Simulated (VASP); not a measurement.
A run of VASP 6.6.1 is set up as follows.

INCAR

```
ALGO     = Normal         # electronic algorithm
EDIFF    = 1E-6           # SCF threshold, eV
ENCUT    = 520            # plane-wave cutoff, eV
GGA      = PE             # functional
ISIF     = 2              # what is computed and relaxed
ISMEAR   = 0              # smearing method
ISPIN    = 2              # spin polarisation
LASPH    = T              # aspherical terms in the spheres
LCHARG   = F              # write CHGCAR
LORBIT   = 11             # projections on sites
LREAL    = F              # projectors in reciprocal space
LWAVE    = F              # write WAVECAR
MAGMOM   = 0 0 0 0 1      # initial moments
NBANDS   = 18             # bands
NELM     = 150            # most SCF steps
PREC     = Accurate       # precision mode
SIGMA    = 0.1            # smearing width, eV
```

File KPOINTS:

```
k-points
0
Gamma
  6 6 6
```

POSCAR

```
Be4C
1.0
   -2.2146073911      2.2146073911      1.9012244892
    2.2146073911     -2.2146073911      1.9012244892
    2.2146073911      2.2146073911     -1.9012244892
Be C
4 1
Direct
    0.5810879578      0.0810879578      0.1621759156
    0.9189120422      0.4189120422      0.8378240844
    0.0810879578      0.9189120422      0.5000000000
    0.4189120422      0.5810879578      0.5000000000
    0.0000000000      0.0000000000      0.0000000000
```

Potentials or basis: VASP PAW PBE potentials, release 64 (Be, C).

Launch:

```bash
$ cat potpaw_PBE.64/Be/POTCAR potpaw_PBE.64/C/POTCAR > POTCAR
$ mpirun -np 1 vasp_std > vasp.out
```

What does it give for the pressure?

0.3 GPa.

Estimate the band gap on the k mesh.

zero (filled and empty bands overlap).

Predict the net moment.

0.00 μB per cell.

Forces on the atoms (eV/Å):
```
Be   0.002  0.002  0.000
Be  -0.002 -0.002  0.000
Be  -0.002  0.002  0.000
Be   0.002 -0.002  0.000
C    0.000  0.000  0.000
```

Caveat: the k points lie up to 0.36 Å⁻¹ apart.
